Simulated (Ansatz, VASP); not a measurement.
# Two plane-wave programs on Sb

```
Sb
1.0
     3.25088    0.00000    0.00000
    -1.62544    2.81534    0.00000
     0.00000    0.00000    5.39128
Sb
2
Cartesian
  0.0000 1.8769 1.3478
  1.6254 0.9384 4.0435
```

Alike in both runs: task single point; functional RPBE; k mesh 12 × 12 × 7; occupations fermi-dirac, width 0.1 eV; no spin polarisation.

```csv
,VASP,Ansatz
version,VASP 6.6.1,Ansatz 0.2.0
potentials or method,"VASP PAW PBE potentials, release 64 (Sb), cutoff 520 eV","plane waves (420 eV) with PAW, scalar-relativistic"
valence electrons in the cell,10,30
```

```tsv
	VASP	Ansatz	Ansatz less VASP
pressure (GPa)	9.3	9.5	+0.23
traceless stress, the component that is largest in VASP (GPa)	-1.33	-1.31	+0.016
```

VASP's potentials were made for PBE, not for RPBE. With one functional, cell and mesh, what is left measures potentials, basis and numerics. VASP's potentials hold 10 valence electrons a cell and Ansatz's 30, so a difference there can come from the potentials and not from the codes.

Spin-orbit coupling is off throughout.
